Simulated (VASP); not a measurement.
# TiAl3 (I4/mmm) in VASP: relaxation of cell and atoms with BLYP+D4

Aim: the relaxation of cell and atoms of TiAl3 with BLYP+D4.

Everything below comes from runs of VASP 6.6.1. Logs are shortened: lines on timing, memory, paths and dates and some standing lists are left out, and cuts for length are marked.

**1. The cell of the first run**

The structure is tetragonal, space group I4/mmm (No. 139). The conventional cell has a = 3.822 Å, b = 3.822 Å, c = 8.561 Å, α = 90.00°, β = 90.00°, γ = 90.00°. Ti (site symmetry 4/mmm) has 12 Al at 2.70 to 2.87 Å within 3.6 Å. Al (site symmetry -4m2) has 8 Al at 2.70 to 2.87 Å and 4 Ti at 2.87 Å within 3.6 Å. Al (site symmetry 4/mmm) has 4 Ti at 2.70 Å and 8 Al at 2.87 Å within 3.6 Å.

**2. Relaxation of cell and atoms, BLYP+D4**

The input, INCAR:

```
AGGAC = 1.0 ; AGGAX = 1.0
ALDAC = 0.0 ; ALDAX = 1.0
ALGO = Fast ; EDIFF = 1E-6
EDIFFG = -0.01 ; ENCUT = 600
GGA = B5 ; IBRION = 2
ISIF = 3 ; ISMEAR = -1
IVDW = 13 ; LASPH = T
LCHARG = F ; LREAL = F
LWAVE = F ; NELM = 80
NSW = 60 ; PREC = Accurate
SIGMA = 0.05 ; VDW_A1 = 0.44488865
VDW_A2 = 4.0933009 ; VDW_S6 = 1.0
VDW_S8 = 2.34076671
```

The input, KPOINTS:

```
k-points
0
Gamma
  10 10 10
```

The input, POSCAR:

```
TiAl3
1.0
   -1.9111067713      1.9111067713      4.2806687947
    1.9111067713     -1.9111067713      4.2806687947
    1.9111067713      1.9111067713     -4.2806687947
Ti Al
1 3
Direct
    0.0000000000      0.0000000000      0.0000000000
    0.2500000000      0.7500000000      0.5000000000
    0.7500000000      0.2500000000      0.5000000000
    0.5000000000      0.5000000000      0.0000000000
```

Potentials or basis: VASP PAW PBE potentials, release 64 (Ti_sv, Al).

Run with:

```bash
> cat potpaw_PBE.64/Ti_sv/POTCAR potpaw_PBE.64/Al/POTCAR > POTCAR
> mpirun -np 1 vasp_std > vasp.out
```

OUTCAR:

```text
EDIFF = 1E-6
   EDIFFG = -0.01
   ENCUT = 600
   GGA = B5
   IBRION = 2
   ISIF = 3
   ISMEAR = -1
   IVDW = 13
   LASPH = T
   LREAL = F
   NELM = 80
   NSW = 60
   PREC = Accurate

 ion  position               nearest neighbor table
   1  0.000  0.000  0.000-   4 2.70   4 2.70   4 2.70   4 2.70   3 2.87   2 2.87   3 2.87   2 2.87
                             3 2.87   3 2.87   2 2.87   2 2.87
   2  0.250  0.750  0.500-   3 2.70   3 2.70   3 2.70   3 2.70   4 2.87   1 2.87   4 2.87   4 2.87
                             1 2.87   1 2.87   4 2.87   1 2.87
   3  0.750  0.250  0.500-   2 2.70   2 2.70   2 2.70   2 2.70   4 2.87   1 2.87   4 2.87   1 2.87
                             4 2.87   4 2.87   1 2.87   1 2.87
   4  0.500  0.500  0.000-   1 2.70   1 2.70   1 2.70   1 2.70   3 2.87   2 2.87   3 2.87   3 2.87
                             2 2.87   2 2.87   3 2.87   2 2.87

  LATTYP: Found a body centered tetragonal cell.
 ALAT       =     3.8222135426
 C/A-ratio  =     2.2398899208

  Lattice vectors:

 A1 = (  -1.9111067713,   1.9111067713,   4.2806687947)
 A2 = (   1.9111067713,  -1.9111067713,   4.2806687947)
 A3 = (   1.9111067713,   1.9111067713,  -4.2806687947)

Analysis of symmetry for initial positions (statically):
=====================================================================
 Subroutine PRICEL returns:
 Original cell was already a primitive cell.

 Routine SETGRP: Setting up the symmetry group for a
 body centered tetragonal supercell.

 Subroutine GETGRP returns: Found 16 space group operations
 (whereof 16 operations were pure point group operations)
 out of a pool of 16 trial point group operations.

The static configuration has the point symmetry D_4h.

Analysis of symmetry for dynamics (positions and initial velocities):
=====================================================================
 Subroutine PRICEL returns:
 Original cell was already a primitive cell.

 Routine SETGRP: Setting up the symmetry group for a
 body centered tetragonal supercell.

 Subroutine GETGRP returns: Found 16 space group operations
 (whereof 16 operations were pure point group operations)
 out of a pool of 16 trial point group operations.

The dynamic configuration has the point symmetry D_4h.

 Subroutine INISYM returns: Found 16 space group operations
 (whereof 16 operations are pure point group operations),
 and found     1 'primitive' translations

----------------------------------------------------------------------------------------

                                     Primitive cell

  volume of cell :      62.5376

  direct lattice vectors                    reciprocal lattice vectors
    -1.911106771  1.911106771  4.280668795     0.000000000  0.261628501  0.116804178
     1.911106771 -1.911106771  4.280668795     0.261628501  0.000000000  0.116804178
     1.911106771  1.911106771 -4.280668795     0.261628501  0.261628501  0.000000000

  length of vectors
[... 90 lines left out ...]
   IBRION =      2    ionic relax: 0-MD 1-quasi-New 2-CG
   NFREE  =      1    steps in history (QN), initial steepest desc. (CG)
   ISIF   =      3    stress and relaxation
   ISYM   =      2    0-nonsym 1-usesym 2-fastsym
   POTIM  = 0.5000    time-step for ionic-motion
   TEBEG  =    0.0;   TEEND  =   0.0 temperature during run
   PSTRESS=    0.0 pullay stress
   NELECT =      21.0000    total number of electrons
   NUPDOWN=      -1.0000    fix difference up-down
   EMIN   =  10.00;   EMAX   =-10.00  energy-range for DOS
   EFERMI =   0.00;   METHOD = LEGACY
   ISMEAR =    -1;   SIGMA  =   0.05  broadening in eV -4-tet -1-fermi 0-gaus
   EFERMI_NEDOS =   21; number of points for ismear=-14 and -15
   IALGO  =     68    algorithm
   IMIX   =      4    mixing-type and parameters
     AMIX     =   0.40;   BMIX     =  1.00
     AMIX_MAG =   1.60;   BMIX_MAG =  1.00
  volume/ion in A,a.u.               =      15.63       105.51
  Fermi-wavevector in a.u.,A,eV,Ry     =   1.137891  2.150303 17.616776  1.294796
  Thomas-Fermi vector in A             =   2.274596
   LORBIT       =      0    0 simple, 1 ext, 2 COOP (PROOUT), +10 PAW based schemes
   GGA     = B5    functional components
   LHFCALC =     F    Hartree Fock is set to
   AEXX    =    0.0000 exact exchange contribution
   IVDW    =    13    specifies the selected vdW correction
   LEPSILON=     F    determine dielectric tensor
   LRPA    =     F    only Hartree local field effects (RPA)
 conjugate gradient relaxation of ions
 non-spin polarized calculation
 RMM-DIIS sequential band-by-band and
  energy-cutoff  :      600.00
  volume of cell :       62.54
 maximum number of plane-waves:      2122
   NGX = 21   NGY = 21   NGZ = 21

--------------------------------------- Ionic step        1  -------------------------------------------

 number of electron      20.9999999 magnetization

 Free energy of the ion-electron system (eV)
  ---------------------------------------------------
  ext. energy  EPLUGINS =         0.00000000
  ---------------------------------------------------
  free energy    TOTEN  =       -16.39219121 eV

  energy without entropy =      -16.37810083  energy(sigma->0) =      -16.38514602

------------------------ aborting loop because EDIFF is reached ----------------------------------------

  DFT-D4 for vdW energy calculation

  Edisp (eV):   -2.49340
[... 75 lines left out ...]
--------------------------------------- Ionic step        3  -------------------------------------------

 number of electron      20.9999999 magnetization

 Free energy of the ion-electron system (eV)
  ---------------------------------------------------
  ext. energy  EPLUGINS =         0.00000000
  ---------------------------------------------------
  free energy    TOTEN  =       -16.36529350 eV

  energy without entropy =      -16.35135880  energy(sigma->0) =      -16.35832615

 E-fermi :   8.9234     XC(G=0): -10.3154

 val. band max:        8.9020696209   @ k =   0.2000   0.0000  -0.0000
 cond. band min:       8.9268368356   @ k =  -0.3000  -0.3000   0.2000
 fundamental gap:      0.0247672147
 Fermi energy:         8.9234432246

 k-point     1 :       0.0000    0.0000    0.0000
  band No.  band energies     occupation
      1     -47.2668      2.00000
      2     -23.7493      2.00000
      3     -23.7493      2.00000
      4     -23.6730      2.00000
      5      -1.1929      2.00000
      6       6.0566      2.00000
      7       6.3587      2.00000
      8       7.5911      2.00000
      9       7.6936      2.00000
     10       7.6936      2.00000
     11       9.7235      0.00000
     12      10.7485      0.00000
     13      10.7485      0.00000
     14      11.3538      0.00000
[... 377 lines left out ...]
      1     -47.2646      2.00000
      2     -23.7734      2.00000
      3     -23.7656      2.00000
      4     -23.6702      2.00000
      5       2.0996      2.00000
      6       3.2292      2.00000
      7       4.5207      2.00000
      8       5.7298      2.00000
      9       7.1233      2.00000
     10       7.8186      2.00000
     11       8.4708      1.99977
     12      10.2601      0.00000
     13      10.6864      0.00000
     14      11.3129      0.00000

 [... further k-points ...]

------------------------ aborting loop because EDIFF is reached ----------------------------------------

  DFT-D4 for vdW energy calculation

  Edisp (eV):   -2.52313
[... 27 lines left out ...]
  FREE ENERGIE OF THE ION-ELECTRON SYSTEM (eV)
  ---------------------------------------------------
  free  energy   TOTEN  =       -18.8884247287 eV

  energy  without entropy=      -18.8744900206  energy(sigma->0) =      -18.88145737

 reached required accuracy - stopping structural energy minimisation
```

OSZICAR:

```text
N       E                     dE             d eps       ncg     rms          rms(c)
DAV:   1     0.133231466794E+03    0.13323E+03   -0.10216E+04  2856   0.154E+03
DAV:   2    -0.684913980249E+01   -0.14008E+03   -0.13849E+03  2904   0.361E+02
DAV:   3    -0.178295168552E+02   -0.10980E+02   -0.10674E+02  4986   0.849E+01
[... 87 lines left out ...]
RMM:  13    -0.163652888645E+02   -0.27144E-05   -0.27426E-05  3018   0.294E-02    0.865E-04
RMM:  14    -0.163652908046E+02   -0.19401E-05   -0.21844E-05  2854   0.232E-02    0.330E-03
RMM:  15    -0.163652920143E+02   -0.12097E-05   -0.12084E-05  2213   0.195E-02    0.191E-03
RMM:  16    -0.163652930479E+02   -0.10336E-05   -0.10198E-05  2774   0.212E-02    0.166E-03
RMM:  17    -0.163652935039E+02   -0.45597E-06   -0.66830E-06  2338   0.164E-02
   3 F= -.18888425E+02 E0= -.18881457E+02  d E =-.283598E-02
```

CONTCAR:

```text
TiAl3
   1.00000000000000
    -1.9028497882485458    1.9028497882485458    4.2679711662306961
     1.9028497882485458   -1.9028497882485458    4.2679711662306961
     1.9028497882485458    1.9028497882485458   -4.2679711662306961
  Ti              Al
     1     3
Direct
     0.0000000000000000    0.0000000000000000    0.0000000000000000
     0.2500000000000000    0.7500000000000000    0.5000000000000000
     0.7500000000000000    0.2500000000000000    0.5000000000000000
     0.5000000000000000    0.5000000000000000    0.0000000000000000

  0.00000000E+00  0.00000000E+00  0.00000000E+00
  0.00000000E+00  0.00000000E+00  0.00000000E+00
  0.00000000E+00  0.00000000E+00  0.00000000E+00
  0.00000000E+00  0.00000000E+00  0.00000000E+00
```

Wall time 21 min (1 thread of Intel Xeon Platinum 8488C (Sapphire Rapids), shared host); peak memory 0.33 GiB.

What came out:

- Free energy: -18.8884 eV
- Relaxed volume: 15.45 Å³/atom
- Relaxed cell: a = 5.046 Å, b = 5.046 Å, c = 5.046 Å, α = 135.69°, β = 135.69°, γ = 64.46°
- Space group after relaxing (to 0.1 Å): I4/mmm (No. 139)
- Energy gained by relaxing: 0.7 meV/atom
- Ionic steps: 3
- Pressure after relaxing: 0.0 GPa
- Band gap on the k mesh: zero (an odd number of electrons rules out a gap without spin polarisation)
- Dispersion energy per atom: -0.631 eV

Stress tensor (GPa, compression positive):
```
-0.02  0.00  0.00
 0.00 -0.02  0.00
 0.00  0.00  0.07
```

Step by step:
```csv
step,energy change (eV),largest force (eV/Å),pressure (GPa),volume (Å³)
1,0.0000,0.0000,-1.21,62.54
2,-0.0022,0.0000,0.59,61.48
3,-0.0028,0.0000,0.01,61.81
```

Final structure:
```cif
data_structure
_symmetry_space_group_name_H-M 'P 1'
_symmetry_Int_Tables_number 1
_cell_length_a 5.0455
_cell_length_b 5.0455
_cell_length_c 5.0455
_cell_angle_alpha 135.687
_cell_angle_beta 135.687
_cell_angle_gamma 64.464
_cell_volume 61.81
loop_
_atom_site_label
_atom_site_type_symbol
_atom_site_fract_x
_atom_site_fract_y
_atom_site_fract_z
_atom_site_occupancy
Ti1 Ti 0.00000 0.00000 0.00000 1
Al1 Al 0.25000 0.75000 0.50000 1
Al2 Al 0.75000 0.25000 0.50000 1
Al3 Al 0.50000 0.50000 0.00000 1
```

Caveat: the PAW data sets were made with another functional, which shifts forces and pressure a little.

The gap in the log of VASP goes by the Fermi energy; the results here count the filled bands.